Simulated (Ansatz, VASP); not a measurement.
# One calculation of InP, two programs

File INCAR:

```
SYSTEM = InP
PREC = Accurate
ENCUT = 520
EDIFF = 1E-6
ISMEAR = 0
SIGMA = 0.05
LREAL = .FALSE.
LASPH = .TRUE.
NELM = 80
ALGO = Normal
ISIF = 2
LWAVE = .FALSE.
LCHARG = .FALSE.
GGA = PE
NBANDS = 16
```

Contents of KPOINTS:

```
Automatic mesh
0
G
  14 14 14
  0 0 0
```

POSCAR

```
InP
1.0
    0.0000000000      2.9797784430      2.9797784430
    2.9797784430      0.0000000000      2.9797784430
    2.9797784430      2.9797784430      0.0000000000
In P
1 1
Direct
    0.0000000000      0.0000000000      0.0000000000
    0.2500000000      0.2500000000      0.2500000000
```

Input for Ansatz:

```yaml
crystal:
  lattice:
    - [0.0, 2.979778443, 2.979778443]
    - [2.979778443, 0.0, 2.979778443]
    - [2.979778443, 2.979778443, 0.0]
  atoms:
    - { symbol: In, position: [0.0, 0.0, 0.0] }
    - { symbol: P, position: [0.25, 0.25, 0.25] }
basis:
  ecutwfc: 420
  ecutrho_ratio: 4
kpoints:
  mp_grid: { grid: [14, 14, 14] }
hamiltonian:
  xc: pbe
scf:
  occupations: { method: gaussian, width: 0.05 }
output:
  forces: true
  stress: true
  eigenvalues: true
```

Alike in both runs: task single point; functional PBE; k mesh 14 × 14 × 14; occupations gaussian, width 0.05 eV; no spin polarisation.

|  | VASP | Ansatz |
| --- | --- | --- |
| version | VASP 6.6.1 | Ansatz 0.2.0 |
| potentials or method | VASP PAW PBE potentials, release 64 (In_d, P), cutoff 520 eV | scalar-relativistic, plane waves, PAW |
| valence electrons in the cell | 18 | 18 |

|  | VASP | Ansatz | Ansatz less VASP |
| --- | --- | --- | --- |
| gap on the k mesh at the Fermi level (eV) | 0.44 | 0.44 | +0.003 |
| least direct gap on the mesh (eV) | 0.44 | 0.44 | +0.003 |
| pressure (GPa) | 0.0 | 0.0 | +0.05 |
